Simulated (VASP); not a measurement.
# InSb (F-43m) in VASP: a series of runs

The runs below take InSb through single point, with PBE.

All numbers are computed with VASP 6.6.1; they aren't measurements. Logs are shortened: lines on timing, memory, paths and dates and some standing lists are left out, and cuts for length are marked.

### Step 1. The cell of the first run

The structure is cubic, space group F-43m (No. 216). The conventional cell has a = 6.297 Å, b = 6.297 Å, c = 6.297 Å, α = 90.00°, β = 90.00°, γ = 90.00°. In (site symmetry -43m) has 4 Sb at 2.73 Å within 3.6 Å. Within 3.6 Å of Sb (site symmetry -43m) lie 4 In at 2.73 Å.

### Step 2. Single point, PBE (strain -4.0%)

Input file INCAR:

```
PREC = Accurate
ENCUT = 520
EDIFF = 1E-7
ISMEAR = -1
SIGMA = 0.02
LREAL = F
LASPH = T
NELM = 100
ALGO = Normal
ISIF = 2
LWAVE = F
LCHARG = F
GGA = PE
NBANDS = 16
```

Input file KPOINTS:

```
regular mesh
0
Gamma
  6 6 6
```

Input file POSCAR:

```
InSb
1.0
    0.0000000000      3.1483324968      3.1483324968
    3.1483324968      0.0000000000      3.1483324968
    3.1483324968      3.1483324968      0.0000000000
In Sb
1 1
Direct
    0.0000000000      0.0000000000      0.0000000000
    0.2500000000      0.2500000000      0.2500000000
```

Potentials or basis: VASP PAW PBE potentials, release 64 (In_d, Sb).

Run with:

```
$ cat potpaw_PBE.64/In_d/POTCAR potpaw_PBE.64/Sb/POTCAR > POTCAR
$ mpirun -np 1 vasp_std > vasp.out
```

OUTCAR:

```text
PREC = Accurate
   ENCUT = 520
   EDIFF = 1E-7
   ISMEAR = -1
   LREAL = F
   LASPH = T
   NELM = 100
   ISIF = 2
   GGA = PE

 ion  position               nearest neighbor table
   1  0.000  0.000  0.000-   2 2.73   2 2.73   2 2.73   2 2.73
   2  0.250  0.250  0.250-   1 2.73   1 2.73   1 2.73   1 2.73

  LATTYP: Found a face centered cubic cell.
 ALAT       =     6.2966649936

  Lattice vectors:

 A1 = (   0.0000000000,   3.1483324968,   3.1483324968)
 A2 = (   3.1483324968,   0.0000000000,   3.1483324968)
 A3 = (   3.1483324968,   3.1483324968,   0.0000000000)

Analysis of symmetry for initial positions (statically):
=====================================================================
 Subroutine PRICEL returns:
 Original cell was already a primitive cell.

 Routine SETGRP: Setting up the symmetry group for a
 face centered cubic supercell.

 Subroutine GETGRP returns: Found 24 space group operations
 (whereof 24 operations were pure point group operations)
 out of a pool of 48 trial point group operations.

The static configuration has the point symmetry T_d .

Analysis of symmetry for dynamics (positions and initial velocities):
=====================================================================
 Subroutine PRICEL returns:
 Original cell was already a primitive cell.

 Routine SETGRP: Setting up the symmetry group for a
 face centered cubic supercell.

 Subroutine GETGRP returns: Found 24 space group operations
 (whereof 24 operations were pure point group operations)
 out of a pool of 48 trial point group operations.

The dynamic configuration has the point symmetry T_d .

 Subroutine INISYM returns: Found 24 space group operations
 (whereof 24 operations are pure point group operations),
 and found     1 'primitive' translations

----------------------------------------------------------------------------------------

                                     Primitive cell

  volume of cell :      62.4125

  direct lattice vectors                    reciprocal lattice vectors
     0.000000000  3.148332497  3.148332497    -0.158814230  0.158814230  0.158814230
     3.148332497  0.000000000  3.148332497     0.158814230 -0.158814230  0.158814230
     3.148332497  3.148332497  0.000000000     0.158814230  0.158814230 -0.158814230

  length of vectors
     4.452414516  4.452414516  4.452414516     0.275074315  0.275074315  0.275074315

  position of ions in fractional coordinates (direct lattice)
     0.000000000  0.000000000  0.000000000
     0.250000000  0.250000000  0.250000000

  ion indices of the primitive-cell ions
   primitive index   ion index
                 1           1
                 2           2

----------------------------------------------------------------------------------------

 KPOINTS: regular mesh

Automatic generation of k-mesh.
 Grid dimensions read from file:
 generate k-points for:    6    6    6

 Generating k-lattice:

  Cartesian coordinates                     Fractional coordinates (reciprocal lattice)
    -0.026469038  0.026469038  0.026469038     0.166666667  0.000000000  0.000000000
     0.026469038 -0.026469038  0.026469038     0.000000000  0.166666667  0.000000000
     0.026469038  0.026469038 -0.026469038     0.000000000  0.000000000  0.166666667

  Length of vectors
     0.045845719  0.045845719  0.045845719

  Shift w.r.t. Gamma in fractional coordinates (k-lattice)
     0.000000000  0.000000000  0.000000000

 Subroutine IBZKPT returns following result:
 ===========================================

 Found     16 irreducible k-points:

 Following reciprocal coordinates:
            Coordinates               Weight
  0.000000  0.000000  0.000000      1.000000
  0.166667  0.000000  0.000000      8.000000
  0.333333  0.000000  0.000000      8.000000
  0.500000  0.000000  0.000000      4.000000
  0.166667  0.166667  0.000000      6.000000
  0.333333  0.166667  0.000000     24.000000
[... 8 lines left out ...]
 -0.333333  0.333333  0.166667     24.000000
 -0.333333  0.500000  0.166667     12.000000
   k-points           NKPTS =     16   k-points in BZ     NKDIM =     16   number of bands    NBANDS=     16
   number of dos      NEDOS =    301   number of ions     NIONS =      2
   total plane-waves  NPLWV =  46656
   dimension x,y,z NGX =    36 NGY =   36 NGZ =   36
   dimension x,y,z NGXF=    72 NGYF=   72 NGZF=   72
   ions per type =               1   1
   NGX,Y,Z   is equivalent  to a cutoff of  13.44, 13.44, 13.44 a.u.
   NGXF,Y,Z  is equivalent  to a cutoff of  26.88, 26.88, 26.88 a.u.
 SYSTEM =  unknown system
   PREC   = accura    normal or accurate (medium, high low for compatibility)
   ISTART =      0    job   : 0-new  1-cont  2-samecut
   ICHARG =      2    charge: 1-file 2-atom 10-const
   ISPIN  =      1    spin polarized calculation?
   LNONCOLLINEAR =      F non collinear calculations
   LSORBIT =      F    spin-orbit coupling
   LASPH  =      T    aspherical Exc in radial PAW
   ENCUT  =  520.0 eV  38.22 Ry    6.18 a.u.   8.28  8.28  8.28*2*pi/ulx,y,z
   NELM   =    100;   NELMIN=  2; NELMDL= -5     # of ELM steps
   EDIFF  = 0.1E-06   stopping-criterion for ELM
   LREAL  =      F    real-space projection
   EDIFFG = 0.1E-05   stopping-criterion for IOM
   NSW    =      0    number of steps for IOM
   IBRION =     -1    ionic relax: 0-MD 1-quasi-New 2-CG
   NFREE  =      0    steps in history (QN), initial steepest desc. (CG)
   ISIF   =      2    stress and relaxation
   ISYM   =      2    0-nonsym 1-usesym 2-fastsym
   POTIM  = 0.5000    time-step for ionic-motion
   TEBEG  =    0.0;   TEEND  =   0.0 temperature during run
   PSTRESS=    0.0 pullay stress
   NELECT =      18.0000    total number of electrons
   NUPDOWN=      -1.0000    fix difference up-down
   EMIN   =  10.00;   EMAX   =-10.00  energy-range for DOS
   EFERMI =   0.00;   METHOD = LEGACY
   ISMEAR =    -1;   SIGMA  =   0.02  broadening in eV -4-tet -1-fermi 0-gaus
   EFERMI_NEDOS =   21; number of points for ismear=-14 and -15
   IALGO  =     38    algorithm
   IMIX   =      4    mixing-type and parameters
     AMIX     =   0.40;   BMIX     =  1.00
     AMIX_MAG =   1.60;   BMIX_MAG =  1.00
  volume/ion in A,a.u.               =      31.21       210.59
  Fermi-wavevector in a.u.,A,eV,Ry     =   1.081621  2.043967 15.917507  1.169904
  Thomas-Fermi vector in A             =   2.217642
   LORBIT       =      0    0 simple, 1 ext, 2 COOP (PROOUT), +10 PAW based schemes
   GGA     = PE    functional components
   LHFCALC =     F    Hartree Fock is set to
   AEXX    =    0.0000 exact exchange contribution
   IVDW    =     0    specifies the selected vdW correction
   LEPSILON=     F    determine dielectric tensor
   LRPA    =     F    only Hartree local field effects (RPA)
 non-spin polarized calculation
  energy-cutoff  :      520.00
  volume of cell :       62.41
 maximum number of plane-waves:      1694
 NGX is ok and might be reduce to    36
   NGX = 17   NGY = 17   NGZ = 17

 number of electron      18.0000002 magnetization

 Free energy of the ion-electron system (eV)
  ---------------------------------------------------
  ext. energy  EPLUGINS =         0.00000000
  ---------------------------------------------------
  free energy    TOTEN  =        -6.68898896 eV

  energy without entropy =       -6.68898670  energy(sigma->0) =       -6.68898783

 E-fermi :   6.2384     XC(G=0):  -9.0538

 val. band max:        6.0709805155   @ k =   0.0000   0.0000   0.0000
 cond. band min:       6.3838984056   @ k =   0.0000   0.0000   0.0000
 fundamental gap:      0.3129178901
 Fermi energy:         6.2384300163

 k-point     1 :       0.0000    0.0000    0.0000
  band No.  band energies     occupation
      1      -8.7627      2.00000
      2      -8.7627      2.00000
      3      -8.7627      2.00000
      4      -8.6509      2.00000
      5      -8.6509      2.00000
      6      -5.2310      2.00000
[... 8 lines left out ...]
     15      14.5172      0.00000
     16      14.5172      0.00000

 k-point     2 :       0.1667    0.0000    0.0000
  band No.  band energies     occupation
      1      -8.7801      2.00000
      2      -8.7553      2.00000
      3      -8.7553      2.00000
      4      -8.6515      2.00000
      5      -8.6515      2.00000
      6      -4.9483      2.00000
[... 8 lines left out ...]
     15      13.4276      0.00000
     16      13.4276      0.00000

 k-point     3 :       0.3333    0.0000    0.0000
  band No.  band energies     occupation
      1      -8.8136      2.00000
      2      -8.7424      2.00000
      3      -8.7424      2.00000
      4      -8.6505      2.00000
      5      -8.6505      2.00000
      6      -4.2039      2.00000
[... 8 lines left out ...]
     15      13.9148      0.00000
     16      13.9148      0.00000

 k-point     4 :       0.5000    0.0000    0.0000
  band No.  band energies     occupation
      1      -8.8299      2.00000
      2      -8.7372      2.00000
      3      -8.7372      2.00000
      4      -8.6488      2.00000
      5      -8.6488      2.00000
      6      -3.6323      2.00000
[... 8 lines left out ...]
     15      15.4768      0.00000
     16      15.4768      0.00000
[... 172 lines left out ...]
 k-point    14 :       0.5000    0.3333    0.1667
  band No.  band energies     occupation
      1      -8.8413      2.00000
      2      -8.7277      2.00000
      3      -8.7203      2.00000
      4      -8.6633      2.00000
      5      -8.6463      2.00000
      6      -3.5898      2.00000
[... 8 lines left out ...]
     15      15.2181      0.00000
     16      16.6381      0.00000

 k-point    15 :      -0.3333    0.3333    0.1667
  band No.  band energies     occupation
      1      -8.8486      2.00000
      2      -8.7264      2.00000
      3      -8.7141      2.00000
      4      -8.6610      2.00000
      5      -8.6492      2.00000
      6      -3.1041      2.00000
[... 8 lines left out ...]
     15      16.0004      0.00000
     16      16.4403      0.00000

 k-point    16 :      -0.3333    0.5000    0.1667
  band No.  band energies     occupation
      1      -8.8601      2.00000
      2      -8.7171      2.00000
      3      -8.7059      2.00000
      4      -8.6690      2.00000
      5      -8.6454      2.00000
      6      -2.8687      2.00000
[... 8 lines left out ...]
     15      16.2670      0.00000
     16      16.9319      0.00000

------------------------ aborting loop because EDIFF is reached ----------------------------------------

  FORCE on cell =-STRESS in cart. coord.  units (eV):
  Direction    XX          YY          ZZ          XY          YZ          ZX
  --------------------------------------------------------------------------------------
  -------------------------------------------------------------------------------------
  Total        3.2725031      3.2725031      3.2725031      0.0000000      0.0000000      0.0000000
  in kB       84.0076576     84.0076576     84.0076576      0.0000000      0.0000000      0.0000000
  external PRESSURE =      84.0076576 kB  Pullay stress =       0.0000000 kB

 VOLUME and BASIS-vectors are now :
 -----------------------------------------------------------------------------
  energy-cutoff  :      520.00
  volume of cell :       62.41
      direct lattice vectors                 reciprocal lattice vectors
     0.000000000  3.148332497  3.148332497    -0.158814230  0.158814230  0.158814230
     3.148332497  0.000000000  3.148332497     0.158814230 -0.158814230  0.158814230
     3.148332497  3.148332497  0.000000000     0.158814230  0.158814230 -0.158814230

 POSITION                                       TOTAL-FORCE (eV/Angst)
 -----------------------------------------------------------------------------------
      0.00000      0.00000      0.00000        -0.000000     -0.000000     -0.000000
      1.57417      1.57417      1.57417         0.000000      0.000000      0.000000
 -----------------------------------------------------------------------------------
    total drift:                               -0.000000     -0.000000      0.000000

  FREE ENERGIE OF THE ION-ELECTRON SYSTEM (eV)
  ---------------------------------------------------
  free  energy   TOTEN  =        -6.6889889620 eV

  energy  without entropy=       -6.6889866965  energy(sigma->0) =       -6.68898783
```

It took 29 s on 1 thread of Intel Xeon Platinum 8375C at 2.90GHz (Ice Lake), shared host; peak memory 0.21 GiB.

What came out:

```
Free energy            : -6.6890 eV
Pressure               : 8.4 GPa
Band gap on the k mesh : 0.31 eV
```

Caveat: the cell differs from its parent crystal (strain -4.0%); the cell stands under pressure; spin-orbit coupling is left out, which moves the levels of the heavy elements. A k mesh can miss the band edges.

### Step 3. Single point, PBE (strain -3.0%)

Input file INCAR:

```
ALGO = Normal
EDIFF = 1E-6
ENCUT = 520
GGA = PE
ISIF = 2
ISMEAR = -1
LASPH = T
LCHARG = T
LELF = T
LREAL = F
LVHAR = T
LWAVE = F
NBANDS = 16
NELM = 60
PREC = Accurate
SIGMA = 0.02
```

Input file KPOINTS:

```
k-points
0
Gamma
  6 6 6
```

Input file POSCAR:

```
InSb
1.0
    0.0000000000      3.1811276270      3.1811276270
    3.1811276270      0.0000000000      3.1811276270
    3.1811276270      3.1811276270      0.0000000000
In Sb
1 1
Direct
    0.0000000000      0.0000000000      0.0000000000
    0.2500000000      0.2500000000      0.2500000000
```

Potentials or basis: VASP PAW PBE potentials, release 64 (In_d, Sb).

Run with:

```
$ cat potpaw_PBE.64/In_d/POTCAR potpaw_PBE.64/Sb/POTCAR > POTCAR
$ mpirun -np 1 vasp_std > vasp.out
```

Wall time 27 s (1 thread of Intel Xeon Platinum 8375C at 2.90GHz (Ice Lake), shared host); peak memory 0.2 GiB.

The run converged. Its results:

```yaml
Free_energy: -6.7790 eV
Pressure: 6.2 GPa
Band_gap_on_the_k_mesh: 0.13 eV
```

Levels at points of the mesh, in eV from the valence-band top:
```csv
k point,band 5,band 6,band 7,band 8,band 9,band 10,band 11,band 12,band 13,band 14
"(0.00, 0.00, 0.00)",-14.65,-11.08,0.00,0.00,0.00,0.13,2.94,2.94,2.94,5.78
"(0.50, 0.00, 0.00)",-14.64,-9.57,-5.89,-1.10,-1.10,0.63,3.81,3.81,6.05,8.59
"(0.50, 0.50, 0.00)",-14.64,-8.89,-6.17,-2.46,-2.46,1.24,1.29,8.48,8.48,9.18
```

Caveat: the cell differs from its parent crystal (strain -3.0%); the cell stands under pressure; spin-orbit coupling is left out, which moves the levels of the heavy elements.

### Step 4. Single point, PBE (strain -2.0%)

Input file INCAR:

```
ALGO = Normal ; EDIFF = 1E-7
ENCUT = 520 ; GGA = PE
ISIF = 2 ; ISMEAR = -1
LASPH = True ; LCHARG = True
LELF = True ; LREAL = False
LVHAR = True ; LWAVE = False
NBANDS = 16 ; NELM = 80
PREC = Accurate ; SIGMA = 0.02
```

KPOINTS is that of step 3.

Input file POSCAR:

```
InSb
1.0
    0.0000000000      3.2139227572      3.2139227572
    3.2139227572      0.0000000000      3.2139227572
    3.2139227572      3.2139227572      0.0000000000
In Sb
1 1
Direct
    0.0000000000      0.0000000000      0.0000000000
    0.2500000000      0.2500000000      0.2500000000
```

Run with:

```
$ cat potpaw_PBE.64/In_d/POTCAR potpaw_PBE.64/Sb/POTCAR > POTCAR
$ mpirun -np 1 vasp_std > vasp.out
```

Wall time 27 s (1 thread of Intel Xeon Platinum 8375C at 2.90GHz (Ice Lake), shared host); peak memory 0.21 GiB.

Results (log left out):

```
Free energy            : -6.8462 eV
Pressure               : 4.5 GPa
Band gap on the k mesh : zero (filled and empty bands touch)
```

Levels at points of the mesh, in eV from the Fermi level:
```tsv
k point	band 7	band 8	band 9	band 10	band 11	band 12
(0.00, 0.00, 0.00)	-0.07	-0.01	-0.01	-0.01	2.94	2.94
(0.50, 0.00, 0.00)	-5.75	-1.06	-1.06	0.56	3.80	3.80
(0.50, 0.50, 0.00)	-6.04	-2.36	-2.36	1.29	1.30	8.28
```

Caveat: the cell differs from its parent crystal (strain -2.0%); the cell stands under pressure; semilocal functionals underestimate gaps, so a narrow gap can read as zero; spin-orbit coupling is left out, which moves the levels of the heavy elements.

### Step 5. Overview

```tsv
cell	gap on the mesh (eV)	pressure (GPa)
a = 4.452 Å, angles 60.0°, 2 atoms	0.31	8.4
a = 4.499 Å, angles 60.0°, 2 atoms	0.13	6.2
a = 4.545 Å, angles 60.0°, 2 atoms	none	4.5
```

Alike in all rows: task single point; level PBE; potentials or basis VASP PAW PBE potentials, release 64 (In_d, Sb); no spin polarisation; k mesh 6 × 6 × 6; cutoff (eV) 520; smearing fermi-dirac 0.02 eV.

Caveats: the cell stands under pressure; spin-orbit coupling is left out, which moves the levels of the heavy elements; semilocal functionals underestimate gaps, so a narrow gap can read as zero (at least some runs).

Absolute energies hang on the potentials; compare differences alone.
